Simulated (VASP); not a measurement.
Here is a VASP 6.6.1 calculation.

Contents of INCAR:

```
SYSTEM = Ga5Cu10Au
ALGO = Normal
EDIFF = 1E-6
ENCUT = 520
GGA = PS
ISIF = 2
ISMEAR = 0
ISYM = 0
LASPH = .True.
LCHARG = .False.
LREAL = Auto
LWAVE = .False.
NBANDS = 107
NELM = 100
PREC = Accurate
SIGMA = 0.1
```

File KPOINTS:

```
Automatic mesh
0
Gamma
  2 2 2
  0.5 0.5 0.5
```

Contents of POSCAR:

```
Ga5Cu10Au
1.0
    6.0100171484     -0.0595977026      0.0314603585
   -0.0595977026      6.1083052942      0.0006409794
    0.0314603585      0.0006409794      5.5718653510
Cu Ga Au
10 5 1
Direct
   -0.0318170581      0.0420291133      0.0013993680
    0.5346858788     -0.0175586434      0.9925215842
    0.2768270533      0.2178079136      0.2562477852
    0.4553730391      0.5219100849     -0.0122259384
    0.5310390868      0.9731761956      0.5082330302
    0.2297734980      0.7857003718      0.2422303156
    0.2803814982      0.2116870990      0.7466340318
    0.4539159895      0.5310648747      0.5154004301
    0.7259465564      0.2847598265      0.7388014476
    0.7770279537      0.7171662234      0.7530967355
    0.0354723248      0.4583701980     -0.0026242467
    0.9708909646      0.0278263936      0.4983647456
    0.6867445187      0.2743989948      0.2453667788
    1.0423129193      0.4800460433      0.5066824581
    0.2412069953      0.7965746286      0.7704238873
    0.7727530522      0.7105129897      0.2469325333
```

Potentials or basis: VASP PAW PBE potentials, release 64 (Cu, Ga_d, Au).

Command:

```console
$ cat potpaw_PBE.64/Cu/POTCAR potpaw_PBE.64/Ga_d/POTCAR potpaw_PBE.64/Au/POTCAR > POTCAR
$ mpirun -np 1 vasp_std > vasp.out
```

Question: What does it give for the largest force?

Answer: 0.032 eV/Å.

Question: What does it give for the band gap on the k mesh?

Answer: 0.48 eV (least direct gap 0.59 eV).

Question: Estimate the pressure.

Answer: 0.4 GPa.

Forces in eV/Å, atoms in the order of the input:
```
Cu  -0.004  0.000  0.007
Cu   0.004 -0.007  0.002
Cu   0.000  0.000 -0.002
Cu   0.000  0.000  0.004
Cu  -0.006  0.003  0.002
Cu  -0.008 -0.006  0.005
Cu  -0.003  0.001  0.004
Cu   0.013  0.003 -0.015
Cu   0.004 -0.001  0.010
Cu  -0.004 -0.005  0.014
Ga  -0.006  0.010  0.002
Ga   0.003 -0.009 -0.006
Ga   0.026  0.017 -0.005
Ga  -0.018 -0.003  0.001
Ga  -0.006 -0.007 -0.012
Au   0.003  0.003 -0.011
```

Caveat: the k points lie up to 0.56 Å⁻¹ apart; the PAW data sets were made with another functional, which shifts forces and pressure a little; spin-orbit coupling is left out, which moves the levels of the heavy elements; a shifted mesh leaves out Γ, where band edges can lie. A k mesh can miss the band edges.
